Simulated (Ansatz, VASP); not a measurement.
Mg2InPtC6N6: VASP beside Ansatz

```
Mg In Pt C N
1.0
     0.00000    5.18450    5.18450
     5.18450    0.00000    5.18450
     5.18450    5.18450    0.00000
Mg In Pt C N
2 1 1 6 6
Direct
  0.25000 0.25000 0.25000
  0.75000 0.75000 0.75000
  0.50000 0.50000 0.50000
  0.00000 0.00000 0.00000
  0.81512 0.18488 0.18488
  0.18488 0.81512 0.18488
  0.18488 0.18488 0.81512
  0.18488 0.81512 0.81512
  0.81512 0.18488 0.81512
  0.81512 0.81512 0.18488
  0.70229 0.29771 0.29771
  0.29771 0.70229 0.29771
  0.29771 0.29771 0.70229
  0.29771 0.70229 0.70229
  0.70229 0.29771 0.70229
  0.70229 0.70229 0.29771
```

Alike in both runs: task relaxation of cell and atoms; functional PBE; k mesh 4 × 4 × 4; occupations gaussian, width 0.1 eV; no spin polarisation.

|  | VASP | Ansatz |
| --- | --- | --- |
| version | VASP 6.6.1 | Ansatz 0.2.0 |
| potentials or method | VASP PAW PBE potentials, release 64 (Mg, In_d, Pt, C, N), cutoff 600 eV | scalar-relativistic, plane waves, PAW |
| valence electrons in the cell | 81 | 105 |

|  | VASP | Ansatz | Ansatz less VASP |
| --- | --- | --- | --- |
| gap on the k mesh at the Fermi level, each at its own relaxed structure (eV) | none | none | - |
| relaxed volume (Å³/atom) | 21.31 | 21.26 | -0.052 |
| relaxed length of the cell vector where the two differ most in proportion (Å) | 7.842 | 7.835 | -0.0064 |

A gap of «none» marks a metal or a gap that the smearing closes. VASP's potentials hold 81 valence electrons a cell and Ansatz's 105, so a difference there can come from the potentials and not from the codes.

Neither program's run includes spin-orbit coupling. Noted on VASP's run: the standard files for N, O and F lose accuracy on very short bonds; the volume moved by over 15 % at a fixed basis, so the end points are rough.
